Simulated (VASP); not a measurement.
# Mg (Im-3m) in VASP: further runs

Runs on Mg. Level: PBE. Tasks: single point.

Everything below comes from runs of VASP 6.6.1. Logs are shortened: lines on timing, memory, paths and dates and some standing lists are left out, and cuts for length are marked.

### Step 1. The cell of the first run

It takes space group Im-3m (No. 229, cubic). Conventional cell: a = 3.323 Å, b = 3.323 Å, c = 3.323 Å, α = 90.00°, β = 90.00°, γ = 90.00°. Within 3.8 Å of Mg (site symmetry m-3m) lie 14 Mg at 2.88 to 3.32 Å.

### Step 2. Single point, PBE (volume scaled by 0.8)

Contents of INCAR:

```
SYSTEM = Mg
  PREC = Accurate
  ENCUT = 600
  EDIFF = 1E-6
  ISMEAR = -1
  SIGMA = 0.05
  LREAL = .False.
  LASPH = .True.
  NELM = 120
  ALGO = Normal
  ISIF = 2
  LWAVE = .False.
  LCHARG = .False.
  GGA = PE
  NBANDS = 7
  GGA_COMPAT = .False.
```

Contents of KPOINTS:

```
Automatic mesh
0
Gamma
  17 17 17
  0 0 0
```

Contents of POSCAR:

```
Mg
1.0
   -1.6615594771      1.6615594771      1.6615594771
    1.6615594771     -1.6615594771      1.6615594771
    1.6615594771      1.6615594771     -1.6615594771
Mg
1
Direct
    0.0000000000      0.0000000000      0.0000000000
```

Potentials or basis: VASP PAW PBE potentials, release 64 (Mg).

The run is started by

```sh
> cat potpaw_PBE.64/Mg/POTCAR > POTCAR
> mpirun -np 1 vasp_std > vasp.out
```

OUTCAR:

```text
SYSTEM = Mg
   PREC = Accurate
   ENCUT = 600
   EDIFF = 1E-6
   ISMEAR = -1
   LREAL = .False.
   LASPH = .True.
   NELM = 120
   ISIF = 2
   GGA = PE

 ion  position               nearest neighbor table
   1  0.000  0.000  0.000-

  LATTYP: Found a body centered cubic cell.
 ALAT       =     3.3231189542

  Lattice vectors:

 A1 = (  -1.6615594771,   1.6615594771,   1.6615594771)
 A2 = (   1.6615594771,  -1.6615594771,   1.6615594771)
 A3 = (   1.6615594771,   1.6615594771,  -1.6615594771)

Analysis of symmetry for initial positions (statically):
=====================================================================
 Subroutine PRICEL returns:
 Original cell was already a primitive cell.

 Routine SETGRP: Setting up the symmetry group for a
 body centered cubic supercell.

 Subroutine GETGRP returns: Found 48 space group operations
 (whereof 48 operations were pure point group operations)
 out of a pool of 48 trial point group operations.

The static configuration has the point symmetry O_h .

Analysis of symmetry for dynamics (positions and initial velocities):
=====================================================================
 Subroutine PRICEL returns:
 Original cell was already a primitive cell.

 Routine SETGRP: Setting up the symmetry group for a
 body centered cubic supercell.

 Subroutine GETGRP returns: Found 48 space group operations
 (whereof 48 operations were pure point group operations)
 out of a pool of 48 trial point group operations.

The dynamic configuration has the point symmetry O_h .

 Subroutine INISYM returns: Found 48 space group operations
 (whereof 48 operations are pure point group operations),
 and found     1 'primitive' translations

----------------------------------------------------------------------------------------

                                     Primitive cell

  volume of cell :      18.3488

  direct lattice vectors                    reciprocal lattice vectors
    -1.661559477  1.661559477  1.661559477     0.000000000  0.300922120  0.300922120
     1.661559477 -1.661559477  1.661559477     0.300922120  0.000000000  0.300922120
     1.661559477  1.661559477 -1.661559477     0.300922120  0.300922120  0.000000000

  length of vectors
     2.877905434  2.877905434  2.877905434     0.425568143  0.425568143  0.425568143

  position of ions in fractional coordinates (direct lattice)
     0.000000000  0.000000000  0.000000000

  ion indices of the primitive-cell ions
   primitive index   ion index
                 1           1

----------------------------------------------------------------------------------------

 KPOINTS: Automatic mesh

Automatic generation of k-mesh.
 Grid dimensions read from file:
 generate k-points for:   17   17   17

 Generating k-lattice:

  Cartesian coordinates                     Fractional coordinates (reciprocal lattice)
     0.000000000  0.017701301  0.017701301     0.058823529  0.000000000  0.000000000
     0.017701301  0.000000000  0.017701301     0.000000000  0.058823529  0.000000000
     0.017701301  0.017701301  0.000000000     0.000000000  0.000000000  0.058823529

  Length of vectors
     0.025033420  0.025033420  0.025033420

  Shift w.r.t. Gamma in fractional coordinates (k-lattice)
     0.000000000  0.000000000  0.000000000

 Subroutine IBZKPT returns following result:
 ===========================================

 Found    165 irreducible k-points:

 Following reciprocal coordinates:
            Coordinates               Weight
  0.000000  0.000000  0.000000      1.000000
  0.058824  0.000000  0.000000     12.000000
  0.117647  0.000000  0.000000     12.000000
  0.176471  0.000000  0.000000     12.000000
  0.235294  0.000000  0.000000     12.000000
  0.294118  0.000000  0.000000     12.000000
[... 16 lines left out ...]
  0.411765  0.117647  0.000000     48.000000
  0.176471  0.176471  0.000000     24.000000
 [... further k-points ...]
   k-points           NKPTS =    165   k-points in BZ     NKDIM =    165   number of bands    NBANDS=      7
   number of dos      NEDOS =    301   number of ions     NIONS =      1
   total plane-waves  NPLWV =  13824
   dimension x,y,z NGX =    24 NGY =   24 NGZ =   24
   dimension x,y,z NGXF=    48 NGYF=   48 NGZF=   48
   ions per type =               1
   NGX,Y,Z   is equivalent  to a cutoff of  13.86, 13.86, 13.86 a.u.
   NGXF,Y,Z  is equivalent  to a cutoff of  27.73, 27.73, 27.73 a.u.
 SYSTEM =  Mg
   PREC   = accura    normal or accurate (medium, high low for compatibility)
   ISTART =      0    job   : 0-new  1-cont  2-samecut
   ICHARG =      2    charge: 1-file 2-atom 10-const
   ISPIN  =      1    spin polarized calculation?
   LNONCOLLINEAR =      F non collinear calculations
   LSORBIT =      F    spin-orbit coupling
   LASPH  =      T    aspherical Exc in radial PAW
   ENCUT  =  600.0 eV  44.10 Ry    6.64 a.u.   5.75  5.75  5.75*2*pi/ulx,y,z
   NELM   =    120;   NELMIN=  2; NELMDL= -5     # of ELM steps
   EDIFF  = 0.1E-05   stopping-criterion for ELM
   LREAL  =      F    real-space projection
   EDIFFG = 0.1E-04   stopping-criterion for IOM
   NSW    =      0    number of steps for IOM
   IBRION =     -1    ionic relax: 0-MD 1-quasi-New 2-CG
   NFREE  =      0    steps in history (QN), initial steepest desc. (CG)
   ISIF   =      2    stress and relaxation
   ISYM   =      2    0-nonsym 1-usesym 2-fastsym
   POTIM  = 0.5000    time-step for ionic-motion
   TEBEG  =    0.0;   TEEND  =   0.0 temperature during run
   PSTRESS=    0.0 pullay stress
   NELECT =       2.0000    total number of electrons
   NUPDOWN=      -1.0000    fix difference up-down
   EMIN   =  10.00;   EMAX   =-10.00  energy-range for DOS
   EFERMI =   0.00;   METHOD = LEGACY
   ISMEAR =    -1;   SIGMA  =   0.05  broadening in eV -4-tet -1-fermi 0-gaus
   EFERMI_NEDOS =   21; number of points for ismear=-14 and -15
   IALGO  =     38    algorithm
   IMIX   =      4    mixing-type and parameters
     AMIX     =   0.40;   BMIX     =  1.00
     AMIX_MAG =   1.60;   BMIX_MAG =  1.00
  volume/ion in A,a.u.               =      18.35       123.82
  Fermi-wavevector in a.u.,A,eV,Ry     =   0.782016  1.477796  8.320628  0.611549
  Thomas-Fermi vector in A             =   1.885653
   LORBIT       =      0    0 simple, 1 ext, 2 COOP (PROOUT), +10 PAW based schemes
   GGA     = PE    functional components
   LHFCALC =     F    Hartree Fock is set to
   AEXX    =    0.0000 exact exchange contribution
   IVDW    =     0    specifies the selected vdW correction
   LEPSILON=     F    determine dielectric tensor
   LRPA    =     F    only Hartree local field effects (RPA)
 non-spin polarized calculation
  energy-cutoff  :      600.00
  volume of cell :       18.35
 maximum number of plane-waves:       627
   NGX = 11   NGY = 11   NGZ = 11

 number of electron       2.0000000 magnetization

 Free energy of the ion-electron system (eV)
  ---------------------------------------------------
  ext. energy  EPLUGINS =         0.00000000
  ---------------------------------------------------
  free energy    TOTEN  =        -1.33852666 eV

  energy without entropy =       -1.33597725  energy(sigma->0) =       -1.33725196

 E-fermi :   3.9720     XC(G=0):  -9.2167

 val. band max:        3.9626798062   @ k =  -0.4118  -0.4118   0.0588
 cond. band min:       4.0055057395   @ k =  -0.4118  -0.4706   0.0588
 fundamental gap:      0.0428259334
 Fermi energy:         3.9720274449

 k-point     1 :       0.0000    0.0000    0.0000
  band No.  band energies     occupation
      1      -4.0318      2.00000
      2      18.5518      0.00000
      3      18.5518      0.00000
      4      18.5518      0.00000
      5      20.8119      0.00000
      6      20.8119      0.00000
      7      22.2170      0.00000

 k-point     2 :       0.0588    0.0000    0.0000
  band No.  band energies     occupation
      1      -3.9370      2.00000
      2      17.5391      0.00000
      3      18.0439      0.00000
      4      18.2705      0.00000
      5      19.9932      0.00000
      6      20.0579      0.00000
      7      22.3379      0.00000

 k-point     3 :       0.1176    0.0000    0.0000
  band No.  band energies     occupation
      1      -3.6536      2.00000
      2      15.3650      0.00000
      3      17.0679      0.00000
      4      17.6650      0.00000
      5      19.0100      0.00000
      6      19.6257      0.00000
      7      22.3707      0.00000

 k-point     4 :       0.1765    0.0000    0.0000
  band No.  band energies     occupation
      1      -3.1836      2.00000
      2      13.0724      0.00000
      3      16.0836      0.00000
      4      17.0129      0.00000
      5      18.0751      0.00000
      6      19.2801      0.00000
      7      22.6069      0.00000

 k-point     5 :       0.2353    0.0000    0.0000
  band No.  band energies     occupation
      1      -2.5304      2.00000
      2      10.8659      0.00000
      3      15.2177      0.00000
      4      16.4251      0.00000
      5      17.2910      0.00000
      6      18.8398      0.00000
      7      23.1208      0.00000
[... 161 lines left out ...]
 k-point    22 :       0.3529    0.1176    0.0000
  band No.  band energies     occupation
      1       0.7299      2.00000
      2       5.3034      0.00000
      3      11.0932      0.00000
      4      14.5409      0.00000
      5      17.2591      0.00000
      6      20.3064      0.00000
      7      23.2931      0.00000

 k-point    23 :       0.4118    0.1176    0.0000
  band No.  band energies     occupation
      1       1.9790      2.00000
      2       3.7493      1.97703
      3      10.9195      0.00000
      4      14.3890      0.00000
      5      17.1086      0.00000
      6      20.2148      0.00000
      7      23.9732      0.00000

 k-point    24 :       0.1765    0.1765    0.0000
  band No.  band energies     occupation
      1      -1.5157      2.00000
      2       9.8028      0.00000
      3      11.0363      0.00000
      4      15.2099      0.00000
      5      18.6233      0.00000
      6      20.2665      0.00000
      7      23.6079      0.00000

 [... further k-points ...]
[... 5 lines left out ...]
  --------------------------------------------------------------------------------------
  -------------------------------------------------------------------------------------
  Total        1.3870606      1.3870606      1.3870606      0.0000000      0.0000000      0.0000000
  in kB      121.1151137    121.1151137    121.1151137      0.0000000      0.0000000      0.0000000
  external PRESSURE =     121.1151137 kB  Pullay stress =       0.0000000 kB

 VOLUME and BASIS-vectors are now :
 -----------------------------------------------------------------------------
  energy-cutoff  :      600.00
  volume of cell :       18.35
      direct lattice vectors                 reciprocal lattice vectors
    -1.661559477  1.661559477  1.661559477     0.000000000  0.300922120  0.300922120
     1.661559477 -1.661559477  1.661559477     0.300922120  0.000000000  0.300922120
     1.661559477  1.661559477 -1.661559477     0.300922120  0.300922120  0.000000000

 POSITION                                       TOTAL-FORCE (eV/Angst)
 -----------------------------------------------------------------------------------
      0.00000      0.00000      0.00000        -0.000000     -0.000000      0.000000
 -----------------------------------------------------------------------------------
    total drift:                                0.000000      0.000000      0.000000

  FREE ENERGIE OF THE ION-ELECTRON SYSTEM (eV)
  ---------------------------------------------------
  free  energy   TOTEN  =        -1.3385266634 eV

  energy  without entropy=       -1.3359772547  energy(sigma->0) =       -1.33725196
```

It took 13 s on 1 thread of AMD EPYC 7R43 (Zen 3), shared host; peak memory 0.12 GiB.

What came out:

- Free energy: -1.3385 eV
- Pressure: 12.1 GPa
- Band gap on the k mesh: zero (band 1 reaches 7.03 eV, above the bottom of band 2 at 3.12 eV)

### Step 3. Single point, PBE (volume scaled by 0.8)

Contents of INCAR:

```
ALGO = Normal
EDIFF = 1E-6
ENCUT = 600
GGA = PE
GGA_COMPAT = False
ISIF = 2
ISMEAR = -1
LASPH = True
LCHARG = False
LREAL = False
LWAVE = False
NBANDS = 7
NELM = 120
PREC = Accurate
SIGMA = 0.05
```

Contents of KPOINTS:

```
k-points
0
Gamma
  17 17 17
```

POSCAR is that of step 2.

Potentials or basis: VASP PAW PBE potentials, release 64 (Mg).

The run is started by

```sh
> cat potpaw_PBE.64/Mg/POTCAR > POTCAR
> mpirun -np 1 vasp_std > vasp.out
```

It took 13 s on 1 thread of AMD EPYC 7R43 (Zen 3), shared host; peak memory 0.12 GiB.

The run converged. Its results:

```
Free energy            : -1.3385 eV
Pressure               : 12.1 GPa
Band gap on the k mesh : zero (band 1 reaches 7.03 eV, above the bottom of band 2 at 3.12 eV)
```

Levels at points of the mesh, in eV from the Fermi level:
| k point | band 1 | band 2 | band 3 | band 4 |
| --- | --- | --- | --- | --- |
| (0.00, 0.00, 0.00) | -8.00 | 14.58 | 14.58 | 14.58 |

### Step 4. Single point, PBE (volume scaled by 0.9)

Contents of INCAR:

```
SYSTEM = Mg
  ALGO = Normal
  EDIFF = 1E-6
  ENCUT = 600
  GGA = PE
  GGA_COMPAT = .FALSE.
  ISIF = 2
  ISMEAR = -1
  LASPH = .TRUE.
  LCHARG = .FALSE.
  LREAL = .FALSE.
  LWAVE = .FALSE.
  NBANDS = 7
  NELM = 120
  PREC = Accurate
  SIGMA = 0.05
```

Contents of KPOINTS:

```
k-points
0
G
  17 17 17
  0 0 0
```

Contents of POSCAR:

```
Mg
1.0
   -1.7280914947      1.7280914947      1.7280914947
    1.7280914947     -1.7280914947      1.7280914947
    1.7280914947      1.7280914947     -1.7280914947
Mg
1
Direct
    0.0000000000      0.0000000000      0.0000000000
```

The run is started by

```sh
> cat potpaw_PBE.64/Mg/POTCAR > POTCAR
> mpirun -np 1 vasp_std > vasp.out
```

Run time: 14 s. Hardware: 1 thread of AMD EPYC 7R43 (Zen 3), shared host; peak memory 0.12 GiB.

Results (log left out):

* Free energy: -1.4520 eV
* Pressure: 4.4 GPa
* Band gap on the k mesh: zero (band 1 reaches 6.21 eV, above the bottom of band 2 at 2.40 eV)

Levels at points of the mesh, in eV from the Fermi level:
| k point | band 1 | band 2 | band 3 | band 4 | band 5 |
| --- | --- | --- | --- | --- | --- |
| (0.00, 0.00, 0.00) | -7.44 | 13.72 | 13.72 | 13.72 | 15.85 |
